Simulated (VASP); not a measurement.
Runs of VASP 6.6.1 on KBr. The structure is that of space group Fm-3m (No. 225), or close to it. The cells are those of the table. 

```tsv
level	cell	k mesh	grid for exact exchange (PRECFOCK)	share of exact exchange	screening parameter	gap on the mesh (eV)	pressure (GPa)
r2SCAN	a = 4.670, b = 4.777, c = 4.777 Å, angles 58.5, 60.7, 60.7°, 2 atoms	6 × 6 × 6	-	-	-	4.94	(b)
r2SCAN	a = 4.670, b = 4.670, c = 4.712 Å, angles 59.7, 59.7, 59.4°, 2 atoms	6 × 6 × 6	-	-	-	5.05	0.0
HSE06	a = 4.670, b = 4.777, c = 4.777 Å, angles 58.5, 60.7, 60.7°, 2 atoms	4 × 4 × 4	Normal	0.25	0.2079 1/Å	5.46	-0.1
r2SCAN	a = 4.750 Å, angles 58.9°, 2 atoms	6 × 6 × 6	-	-	-	4.98	(c)
HSE06	a = 4.750 Å, angles 58.9°, 2 atoms	4 × 4 × 4	Normal	0.25	0.2079 1/Å	(a)	0.1
```

Alike in all rows: task single point; potentials or basis VASP PAW PBE potentials, release 64 (K_sv, Br); no spin polarisation; cutoff (eV) 520; smearing gaussian 0.01 eV.

Fill in the values left out.

(a) 5.50; (b) -0.5; (c) -0.4.

Caveats: the PAW data sets were made with another functional, which shifts forces and pressure a little.

A k mesh can miss the band edges, and the runs leave out spin-orbit coupling on Br.
